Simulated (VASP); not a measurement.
Write the native input for VASP 6.6.1 that does the following.

```yaml
Task: single point
Functional: PBE
Potentials_or_basis: VASP PAW PBE potentials, release 64 (B, N)
Cutoff: 600 eV
k_mesh: 8 × 8 × 8
Occupations: gaussian, width 0.01 eV
Spin: no spin polarisation
Dipole_correction: no
Further_INCAR_settings: ALGO = Normal; EDIFF = 1e-06; NBANDS = 11
```

The structure of BN lies in POSCAR:

```
BN
1.0
    0.0000000000      1.8080000000      1.8080000000
    1.8080000000      0.0000000000      1.8080000000
    1.8080000000      1.8080000000      0.0000000000
B N
1 1
Direct
    0.0000000000      0.0000000000      0.0000000000
    0.2500000000      0.2500000000      0.2500000000
```

The input as run:

INCAR

```
  ALGO = Normal
  EDIFF = 1E-6
  ENCUT = 600
  GGA = PE
  GGA_COMPAT = F
  ISIF = 2
  ISMEAR = 0
  LASPH = T
  LCHARG = T
  LELF = T
  LREAL = F
  LVHAR = T
  LWAVE = F
  NBANDS = 11
  NELM = 120
  PREC = Accurate
  SIGMA = 0.01
```

KPOINTS

```
k-points
0
Gamma
  8 8 8
```

Potentials or basis: VASP PAW PBE potentials, release 64 (B, N).

Run with:

```console
$ cat potpaw_PBE.64/B/POTCAR potpaw_PBE.64/N/POTCAR > POTCAR
$ mpirun -np 1 vasp_std > vasp.out
```

It gave:

The pressure is 2.7 GPa and the band gap on the k mesh is 4.46 eV, indirect (least direct gap 8.82 eV).

Run time: 5.3 s on 1 thread of Intel Xeon 8259CL, with other jobs on the host, peak memory 0.12 GiB.
